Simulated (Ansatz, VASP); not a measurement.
# Two plane-wave programs on Co

Contents of INCAR:

```
AGGAC = 1.0 ; AGGAX = 1.0
ALDAC = 0.0 ; ALDAX = 1.0
ALGO = Normal ; EDIFF = 1E-7
EDIFFG = -0.01 ; ENCUT = 600
GGA = B5 ; IBRION = 2
ISIF = 3 ; ISMEAR = -1
ISPIN = 2 ; LASPH = True
LCHARG = False ; LMAXMIX = 4
LORBIT = 11 ; LREAL = False
LWAVE = False ; MAGMOM = 1.7 1.7
NELM = 150 ; NSW = 80
PREC = Accurate ; SIGMA = 0.05
```

The input KPOINTS:

```
k-points
0
Gamma
  11 11 11
```

File POSCAR:

```
Co
1.0
    0.0000000000      2.4634331982      2.4634331982
    2.4634331982      0.0000000000      2.4634331982
    2.4634331982      2.4634331982      0.0000000000
Co
2
Direct
    0.1250000000      0.1250000000      0.1250000000
    0.8750000000      0.8750000000      0.8750000000
```

Input for Ansatz:

```yaml
crystal:
  lattice:
    - [0.0, 2.4634331982, 2.4634331982]
    - [2.4634331982, 0.0, 2.4634331982]
    - [2.4634331982, 2.4634331982, 0.0]
  atoms:
    - { symbol: Co, position: [0.125, 0.125, 0.125], spin: 1.7 }
    - { symbol: Co, position: [0.875, 0.875, 0.875], spin: 1.7 }
hamiltonian:
  xc: blyp
  pseudopotentials:
    kind: paw
    azcp:
      Co: "pseudopotentials/Co.paw.azcp"
basis:
  ecutwfc: 420
  fft_grid_basis: typed
kpoints:
  mp_grid: { grid: [11, 11, 11], shift: [0, 0, 0] }
magnetization:
  spin_polarized: true
scf:
  occupations: { method: fermi_dirac, width: 0.05 }
relax:
  max_steps: 60
  f_tol: 0.01
  cell: {}
```

Alike in both runs: task relaxation of cell and atoms; functional BLYP; k mesh 11 × 11 × 11; occupations fermi-dirac, width 0.05 eV; collinear spin.

|  | VASP | Ansatz |
| --- | --- | --- |
| version | VASP 6.6.1 | Ansatz 0.2.0 |
| potentials or method | VASP PAW PBE potentials, release 64 (Co), cutoff 600 eV | plane waves (420 eV) with PAW, scalar-relativistic |
| valence electrons in the cell | 18 | 34 |

```tsv
	VASP	Ansatz	Ansatz less VASP
net moment per atom (μB)	1.70	1.71	+0.013
size of the moment on the site where the two differ most (μB)	1.70	1.73	+0.036
relaxed volume (Å³/atom)	17.09	17.14	+0.047
relaxed cell length with the largest relative difference (Å)	3.643	3.646	+0.0034
```

VASP's potentials were made for PBE, not for BLYP. Site moments also hang on the region over which each program counts them. VASP's potentials hold 18 valence electrons a cell and Ansatz's 34, so a difference there can come from the potentials and not from the codes.
